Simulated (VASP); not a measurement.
The system is Cu.

```
CELL_PARAMETERS angstrom
0.00000 2.48500 2.48500
2.48500 0.00000 2.48500
2.48500 2.48500 0.00000
ATOMIC_POSITIONS crystal
Cu 0.00000 0.00000 0.00000
Cu 0.25000 0.25000 0.25000
```

This isn't the form of Cu at room conditions, which is fcc.

| Item | Value |
| --- | --- |
| Program | VASP 6.6.1 |
| Task | relaxation of cell and atoms |
| Functional | r2SCAN |
| Potentials or basis | VASP PAW PBE potentials, release 64 (Cu) |
| Cutoff | 600 eV |
| k mesh | 8 × 8 × 8 |
| Occupations | gaussian, width 0.05 eV |
| Spin | no spin polarisation |

At the start: pressure 16.6 GPa; volume 15.35 Å³/atom.

How do energy, volume and symmetry change on relaxing?

Over 4 steps the energy falls by 122.7 meV/atom and the volume is 18.16 Å³/atom (+18.3 %); space group Fd-3m (No. 227, to 0.1 Å) before and after.

The path:
```
step  energy change (eV)  largest force (eV/Å)  pressure (GPa)  volume (Å³)
   1              0.0000                0.0000           16.56        30.69
   2             -0.2243                0.0000           -3.20        38.29
   3             -0.2454                0.0000            0.13        36.20
   4             -0.2454                0.0000           -0.07        36.31
```

Final structure:
```
Cu
1.0
     0.00000    2.62836    2.62836
     2.62836    0.00000    2.62836
     2.62836    2.62836    0.00000
Cu
2
Direct
  0.00000 0.00000 0.00000
  0.25000 0.25000 0.25000
```

Caveat: the volume moved by over 15 % at a fixed basis, so the end points are rough; the PAW data sets were made with another functional, which shifts forces and pressure a little.
